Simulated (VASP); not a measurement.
Rb, 1 atom in the cell. Symmetry: Im-3m, No. 229, cubic system. Conventional cell: a = 5.605 Å, b = 5.605 Å, c = 5.605 Å, α = 90.00°, β = 90.00°, γ = 90.00°. 

- Program: VASP 6.6.1
- Task: relaxation of volume and atoms at fixed shape
- Functional: LDA
- Potentials or basis: VASP PAW LDA potentials, release 64 (Rb_sv)
- Cutoff: 600 eV
- k mesh: 6 × 6 × 6
- Occupations: methfessel-paxton, width 0.05 eV
- Spin: no spin polarisation
- Dipole correction: no
- Further INCAR settings: ALGO = Normal; EDIFF = 1e-06; IBRION = 2; EDIFFG = -0.01; NSW = 80; ISIF = 8

Potentials or basis: VASP PAW LDA potentials, release 64 (Rb_sv).

Run with:

```console
$ cat potpaw_LDA.64/Rb_sv/POTCAR > POTCAR
$ mpirun -np 1 vasp_std > vasp.out
```

Hardware: 1 thread of AMD EPYC 7R13 (shared host).

Problem. How long does it take, and how much memory?

Solution. Run time: 82 s on 1 thread of AMD EPYC 7R13, on a shared host, peak memory 0.17 GiB. Counts: scf iterations 46, k points 16, ion steps 6.
